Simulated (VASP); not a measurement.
Set up this calculation in VASP 6.6.1, as the native input.

```
Task                   : relaxation of cell and atoms
Functional             : PBE
Potentials or basis    : VASP PAW PBE potentials, release 64 (Te, Mo_sv)
Cutoff                 : 600 eV
k mesh                 : 6 × 6 × 2
Occupations            : gaussian, width 0.1 eV
Spin                   : no spin polarisation
Dipole correction      : no
Further INCAR settings : ALGO = Normal; EDIFF = 1e-07; IBRION = 2; EDIFFG = -0.04; NSW = 90; ISIF = 3
```

The structure of Te2Mo lies in POSCAR:

```
Te2Mo
1.0
    3.0175457400      0.0000000000      0.0000000000
   -1.5087728700      2.6132712700      0.0000000000
    0.0000000000      0.0000000000     14.7312895500
Te Mo
2 1
Direct
    0.3333333300      0.6666666700      0.8968331200
    0.3333333300      0.6666666700      0.1031668800
    0.0000000000      0.0000000000      0.0000000000
```

The input as run:

INCAR

```
SYSTEM = Te2Mo
  PREC = Accurate
  ENCUT = 600
  EDIFF = 1E-7
  ISMEAR = 0
  SIGMA = 0.1
  LREAL = .False.
  LASPH = .True.
  NELM = 60
  ALGO = Normal
  ISIF = 3
  LWAVE = .False.
  LCHARG = .False.
  GGA = PE
  IBRION = 2
  NSW = 90
  EDIFFG = -0.04
```

KPOINTS

```
regular mesh
0
Gamma
  6 6 2
  0 0 0
```

Potentials or basis: VASP PAW PBE potentials, release 64 (Te, Mo_sv).

The run is started by

```console
$ cat potpaw_PBE.64/Te/POTCAR potpaw_PBE.64/Mo_sv/POTCAR > POTCAR
$ mpirun -np 1 vasp_std > vasp.out
```

It gave:

```json
{
  "Relaxed cell": "a = 3.550 Å, b = 3.550 Å, c = 15.062 Å, α = 90.00°, β = 90.00°, γ = 120.00°",
  "Space group after relaxing (to 0.05 Å)": "P-6m2 (No. 187)",
  "Energy gained by relaxing": "2837.3 meV/atom",
  "Ionic steps": "14",
  "Largest force after relaxing": "0.006 eV/Å",
  "Band gap on the k mesh": "1.09 eV, direct"
}
```

Caveat: spin-orbit coupling is left out, which moves the levels of the heavy elements.

Wall time 6.3 min on 1 thread of Intel(R) Xeon(R) 6975P-C (Granite Rapids), on a shared host, peak memory 0.28 GiB.
